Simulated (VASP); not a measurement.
## CoO: single point with PBE

CoO:

```
CELL_PARAMETERS angstrom
-1.50800 1.50800 2.10725
1.50800 -1.50800 2.10725
1.50800 1.50800 -2.10725
ATOMIC_POSITIONS crystal
Co 0.00000 0.00000 0.00000
O 0.50000 0.50000 0.00000
```

```yaml
Program: VASP 6.6.1
Task: single point
Functional: PBE
Potentials_or_basis: VASP PAW PBE potentials, release 64 (Co_sv, O)
Cutoff: 600 eV
k_mesh: 10 × 10 × 10
Occupations: gaussian, width 0.1 eV
Spin: collinear spin, ferromagnetic start
Starting_moments: "[2.0, 0.0] μB"
```

```
Pressure                                              : -2.6 GPa
Net moment                                            : 2.91 μB per cell
Site moments                                          : Co +2.51; O +0.29 μB
Valence electrons inside the program's atomic spheres : Co 14.87; O 4.99
```

Stress tensor (GPa, compression positive):
```
-2.63  0.00  0.00
 0.00 -2.63  0.00
 0.00  0.00 -2.45
```

Levels at points of the mesh, in eV from the Fermi level:
Spin up:
```
           k point  band 11  band 12  band 13  band 14  band 15  band 16
(0.00, 0.00, 0.00)    -3.15    -3.15    -3.00     0.97    16.79    18.07
(0.50, 0.00, 0.00)    -1.81     0.07     0.14     5.01     9.36    13.27
(0.50, 0.50, 0.00)    -2.42    -2.10    -2.01     5.84     9.76    11.69
(0.50, 0.50, 0.50)    -2.42    -2.11    -2.11     5.85     9.91    11.57
```
Spin down:
```tsv
k point	band 6	band 7	band 8	band 9	band 10	band 11	band 12	band 13	band 14	band 15
(0.00, 0.00, 0.00)	-2.69	-2.63	-2.63	-1.13	-1.13	-1.10	0.04	0.09	1.52	16.68
(0.50, 0.00, 0.00)	-7.71	-4.74	-4.70	-0.15	-0.10	0.18	2.72	2.76	5.29	10.14
(0.50, 0.50, 0.00)	-6.52	-3.96	-3.85	-2.27	0.10	0.15	0.53	1.04	6.70	10.23
(0.50, 0.50, 0.50)	-6.50	-3.94	-3.94	-2.29	0.14	0.14	0.60	1.00	6.70	10.36
```

It took 64 s on 1 thread of Intel(R) Xeon(R) 6975P-C (Granite Rapids), on a shared host, peak memory 0.2 GiB.

Caveat: a cell with one magnetic atom can't hold antiferromagnetic order, which such compounds often take; semilocal functionals often make such compounds metallic where correlation or magnetic order opens a gap, which also shifts bond lengths. With open d or f shells a metallic result of PBE can be an artefact of self-interaction; +U or a hybrid may open a gap.
